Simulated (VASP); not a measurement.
# ZrB2 (P6/mmm) in VASP: a series of runs, part 2 of 2

VASP 6.6.1. Earlier steps stand in the parts before.

## (4) Relaxation of shape and atoms at fixed volume, PBE (volume scaled by 0.94)

INCAR reads:

```
SYSTEM = ZrB2
PREC = Accurate
ENCUT = 600
EDIFF = 1E-6
ISMEAR = 0
SIGMA = 0.1
LREAL = .False.
LASPH = .True.
NELM = 100
ALGO = Normal
ISIF = 4
LWAVE = .False.
LCHARG = .False.
GGA = PE
IBRION = 2
NSW = 50
EDIFFG = -0.01
```

KPOINTS reads:

```
Automatic mesh
0
Gamma
  18 18 12
  0 0 0
```

POSCAR reads:

```
ZrB2
1.0
    3.1084105279      0.0000000000      0.0000000000
   -1.5542052639      2.6919624826      0.0000000000
    0.0000000000      0.0000000000      3.4656180246
Zr B
1 2
Direct
    0.0000000000      0.0000000000      0.0000000000
    0.3333333333      0.6666666667      0.5000000000
    0.6666666667      0.3333333333      0.5000000000
```

Run with:

```sh
> cat potpaw_PBE.64/Zr_sv/POTCAR potpaw_PBE.64/B/POTCAR > POTCAR
> mpirun -np 1 vasp_std > vasp.out
```

It took 2.3 min on 1 thread of Intel Xeon Platinum 8488C (Sapphire Rapids), shared host; peak memory 0.26 GiB.

Results (log left out):

```yaml
Free_energy: -24.8870 eV
Energy_gained_by_relaxing: 0.0 meV/atom
Ionic_steps: 2
Pressure_after_relaxing: 16.8 GPa
Band_gap_on_the_k_mesh: zero (band 9 reaches 11.99 eV, above the bottom of band 10 at 10.65 eV)
```

Final structure:
```yaml
crystal:
  lattice:
    - [3.11010, 0.00000, 0.00000]
    - [-1.55505, 2.69342, 0.00000]
    - [0.00000, 0.00000, 3.46186]
  atoms:
    - { symbol: Zr, position: [0.00000, 0.00000, 0.00000] }
    - { symbol: B, position: [0.33333, 0.66667, 0.50000] }
    - { symbol: B, position: [0.66667, 0.33333, 0.50000] }
```

Levels at points of the mesh, in eV from the Fermi level:
| k point | band 6 | band 7 | band 8 | band 9 | band 10 | band 11 | band 12 | band 13 |
| --- | --- | --- | --- | --- | --- | --- | --- | --- |
| (0.00, 0.00, 0.00) | -2.81 | -2.81 | -2.77 | -2.36 | 3.62 | 3.62 | 4.44 | 4.44 |
| (0.50, 0.00, 0.00) | -8.58 | -4.15 | -3.18 | -2.91 | 2.29 | 2.42 | 5.25 | 5.36 |
| (0.00, 0.00, 0.50) | -7.17 | -1.05 | -1.05 | 0.28 | 0.28 | 0.78 | 0.78 | 1.94 |
| (0.50, 0.00, 0.50) | -7.11 | -4.88 | -4.38 | -1.91 | 4.01 | 4.33 | 5.67 | 6.75 |

Caveat: the cell differs from its parent crystal (volume scaled by 0.94).

## (5) Relaxation of shape and atoms at fixed volume, PBE (volume scaled by 0.97)

INCAR reads:

```
SYSTEM = ZrB2
PREC = Accurate ; ENCUT = 600
EDIFF = 1E-6 ; ISMEAR = 0
SIGMA = 0.1 ; LREAL = .False.
LASPH = .True. ; NELM = 60
ALGO = Normal ; ISIF = 4
LWAVE = .False. ; LCHARG = .False.
GGA = PE ; IBRION = 2
NSW = 50 ; EDIFFG = -0.01
```

KPOINTS is that of step 4.

POSCAR reads:

```
ZrB2
1.0
    3.1392950393      0.0000000000      0.0000000000
   -1.5696475196      2.7187092540      0.0000000000
    0.0000000000      0.0000000000      3.5062029374
Zr B
1 2
Direct
    0.0000000000      0.0000000000      0.0000000000
    0.3333333333      0.6666666667      0.5000000000
    0.6666666667      0.3333333333      0.5000000000
```

Run with:

```sh
> cat potpaw_PBE.64/Zr_sv/POTCAR potpaw_PBE.64/B/POTCAR > POTCAR
> mpirun -np 1 vasp_std > vasp.out
```

Wall time 2.2 min (1 thread of Intel Xeon Platinum 8488C (Sapphire Rapids), shared host); peak memory 0.26 GiB.

It converged, with:

```yaml
Free_energy: -24.9581 eV
Energy_gained_by_relaxing: 0.0 meV/atom
Ionic_steps: 2
Pressure_after_relaxing: 7.8 GPa
Band_gap_on_the_k_mesh: zero (band 9 reaches 11.62 eV, above the bottom of band 10 at 10.30 eV)
```

Final structure:
```
Zr B
1.0
     3.14106    0.00000    0.00000
    -1.57053    2.72024    0.00000
     0.00000    0.00000    3.50227
Zr B
1 2
Direct
  0.00000 0.00000 0.00000
  0.33333 0.66667 0.50000
  0.66667 0.33333 0.50000
```

Levels at points of the mesh, in eV from the Fermi level:
| k point | band 6 | band 7 | band 8 | band 9 | band 10 | band 11 | band 12 | band 13 |
| --- | --- | --- | --- | --- | --- | --- | --- | --- |
| (0.00, 0.00, 0.00) | -2.74 | -2.74 | -2.70 | -2.39 | 3.47 | 3.47 | 4.26 | 4.26 |
| (0.50, 0.00, 0.00) | -8.58 | -4.05 | -3.15 | -2.81 | 2.22 | 2.33 | 5.05 | 5.13 |
| (0.00, 0.00, 0.50) | -7.09 | -1.03 | -1.03 | 0.29 | 0.29 | 0.75 | 0.75 | 1.84 |
| (0.50, 0.00, 0.50) | -7.08 | -4.76 | -4.27 | -2.00 | 3.82 | 4.17 | 5.44 | 6.43 |

Caveat: the cell differs from its parent crystal (volume scaled by 0.97).

## (6) Single point, PBE

This run uses another cell than the first one, of 10.90 Å³/atom, 1.060 times its volume.

INCAR reads:

```
PREC     = Accurate       # precision mode
ENCUT    = 500            # plane-wave cutoff, eV
EDIFF    = 1E-6           # SCF threshold, eV
ISMEAR   = 1              # smearing method
SIGMA    = 0.1            # smearing width, eV
LREAL    = F              # projectors in reciprocal space
LASPH    = T              # aspherical terms in the spheres
NELM     = 120            # most SCF steps
ALGO     = Normal         # electronic algorithm
ISIF     = 2              # what is computed and relaxed
LWAVE    = F              # write WAVECAR
LCHARG   = T              # write CHGCAR
GGA      = PE             # functional
LELF     = T              # ELF
LVHAR    = T            
NBANDS   = 16             # bands
GGA_COMPAT= F
```

KPOINTS reads:

```
Automatic mesh
0
Gamma
  18 18 12
```

POSCAR reads:

```
ZrB2
1.0
    3.2287921905      0.0000000000      0.0000000000
   -1.6143960953      2.7962160605      0.0000000000
    0.0000000000      0.0000000000      3.6220568251
Zr B
1 2
Direct
    0.0000000000      0.0000000000      0.0000000000
    0.3333333333      0.6666666667      0.5000000000
    0.6666666667      0.3333333333      0.5000000000
```

Potentials or basis: VASP PAW PBE potentials, release 64 (Zr_sv, B).

Run with:

```sh
> cat potpaw_PBE.64/Zr_sv/POTCAR potpaw_PBE.64/B/POTCAR > POTCAR
> mpirun -np 1 vasp_std > vasp.out
```

Run time: 36 s. Hardware: 1 thread of Intel Xeon 6975P-C (Granite Rapids), shared host; peak memory 0.24 GiB.

Results (log left out):

- Free energy: -24.9059 eV
- Pressure: -12.2 GPa
- Band gap on the k mesh: zero (band 9 reaches 10.62 eV, above the bottom of band 10 at 9.35 eV)

Levels at points of the mesh, in eV from the Fermi level:
```csv
k point,band 7,band 8,band 9,band 10,band 11,band 12
"(0.00, 0.00, 0.00)",-2.53,-2.53,-2.48,3.07,3.07,3.76
"(0.50, 0.00, 0.00)",-3.79,-3.04,-2.57,2.03,2.06,4.51
"(0.00, 0.00, 0.50)",-0.98,-0.98,0.30,0.30,0.66,0.66
"(0.50, 0.00, 0.50)",-4.44,-3.99,-2.18,3.29,3.73,4.83
```

## (7) Single point, PBE

This run uses another cell than the first one, of 10.25 Å³/atom, 0.997 times its volume.

INCAR reads:

```
SYSTEM = ZrB2
PREC     = Accurate       ! precision mode
ENCUT    = 500            ! plane-wave cutoff, eV
EDIFF    = 1E-6           ! SCF threshold, eV
ISMEAR   = 0              ! smearing method
SIGMA    = 0.1            ! smearing width, eV
LREAL    = .FALSE.        ! projectors in reciprocal space
LASPH    = .TRUE.         ! aspherical terms in the spheres
NELM     = 120            ! most SCF steps
ALGO     = Normal         ! electronic algorithm
ISIF     = 2              ! what is computed and relaxed
LWAVE    = .FALSE.        ! write WAVECAR
LCHARG   = .FALSE.        ! write CHGCAR
GGA      = PE             ! functional
NBANDS   = 16             ! bands
GGA_COMPAT= .FALSE.
```

KPOINTS reads:

```
regular mesh
0
G
  18 18 12
  0 0 0
```

POSCAR reads:

```
ZrB2
1.0
    3.1700000000      0.0000000000      0.0000000000
   -1.5850000000      2.7453005300      0.0000000000
    0.0000000000      0.0000000000      3.5330000000
Zr B
1 2
Direct
    0.0000000000      0.0000000000      0.0000000000
    0.3333333333      0.6666666667      0.5000000000
    0.6666666667      0.3333333333      0.5000000000
```

Run with:

```sh
> cat potpaw_PBE.64/Zr_sv/POTCAR potpaw_PBE.64/B/POTCAR > POTCAR
> mpirun -np 1 vasp_std > vasp.out
```

Wall time 34 s (1 thread of Intel Xeon 6975P-C (Granite Rapids), shared host); peak memory 0.23 GiB.

It converged, with:

```yaml
Free_energy: -24.9784 eV
Pressure: 0.9 GPa
Band_gap_on_the_k_mesh: zero (band 9 reaches 11.29 eV, above the bottom of band 10 at 10.02 eV)
```

Stress tensor (GPa, compression positive):
```
0.68 0.00 0.00
0.00 0.68 0.00
0.00 0.00 1.42
```

Levels at points of the mesh, in eV from the Fermi level:
```tsv
k point	band 5	band 6	band 7	band 8	band 9	band 10	band 11	band 12	band 13	band 14
(0.00, 0.00, 0.00)	-12.79	-2.69	-2.69	-2.64	-2.41	3.35	3.35	4.12	4.12	4.80
(0.50, 0.00, 0.00)	-9.02	-8.57	-3.95	-3.12	-2.74	2.17	2.25	4.87	4.94	6.46
(0.00, 0.00, 0.50)	-10.76	-7.02	-1.02	-1.02	0.27	0.27	0.73	0.73	1.78	4.99
(0.50, 0.00, 0.50)	-9.98	-7.05	-4.67	-4.18	-2.06	3.69	4.02	5.24	6.18	6.42
```

## (8) The runs side by side

```csv
task,cell,cutoff (eV),smearing,gap on the mesh (eV),pressure (GPa)
single point,"a = 3.171, b = 3.171, c = 3.542 Å, angles 90.0, 90.0, 120.0°, 3 atoms",520,gaussian 0.1 eV,none,0.1
single point,"a = 3.200, b = 3.200, c = 3.582 Å, angles 90.0, 90.0, 120.0°, 3 atoms",520,gaussian 0.1 eV,none,-6.5
relaxation of shape and atoms at fixed volume,"relaxed from a = 3.108, b = 3.108, c = 3.466 Å, angles 90.0, 90.0, 120.0°, 3 atoms",600,gaussian 0.1 eV,none,16.8
relaxation of shape and atoms at fixed volume,"relaxed from a = 3.139, b = 3.139, c = 3.506 Å, angles 90.0, 90.0, 120.0°, 3 atoms",600,gaussian 0.1 eV,none,7.8
single point,"a = 3.229, b = 3.229, c = 3.622 Å, angles 90.0, 90.0, 120.0°, 3 atoms",500,methfessel-paxton 0.1 eV,none,-12.2
single point,"a = 3.170, b = 3.170, c = 3.533 Å, angles 90.0, 90.0, 120.0°, 3 atoms",500,gaussian 0.1 eV,none,0.9
```

Alike in all rows: level PBE; potentials or basis VASP PAW PBE potentials, release 64 (Zr_sv, B); no spin polarisation; k mesh 18 × 18 × 12.

Total energies depend on the potentials used, so only differences within one code and one set of settings carry meaning.
